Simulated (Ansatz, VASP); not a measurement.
# ZnS in VASP and in Ansatz

```
CELL_PARAMETERS angstrom
0.00000 2.67066 2.67066
2.67066 0.00000 2.67066
2.67066 2.67066 0.00000
ATOMIC_POSITIONS crystal
Zn 0.00000 0.00000 0.00000
S 0.25000 0.25000 0.25000
```

Change from the starting cell: volume scaled by 0.96, ions relaxed.

Alike in both runs: functional PBE; k mesh 14 × 14 × 14; occupations fermi-dirac, width 0.02 eV; no spin polarisation.

Ansatz relaxed the structure, and its values are those at the end. VASP's run is a single point on that final structure, the one shown.

```csv
,VASP,Ansatz
version,VASP 6.6.1,Ansatz 0.2.0
potentials or method,"VASP PAW PBE potentials, release 64 (Zn, S)","plane-wave PAW, scalar-relativistic"
plane-wave cutoff (eV),520,420
valence electrons in the cell,18,18
```

Ansatz gave:

```
gap on the k mesh at the Fermi level (eV) : 2.26
pressure (GPa)                            : 4.5
```

**Question.** What did VASP give for the same quantities?

**Answer.** gap on the k mesh at the Fermi level (eV): 2.27; pressure (GPa): 4.7.

Ansatz's warnings: stress scf threshold loose.
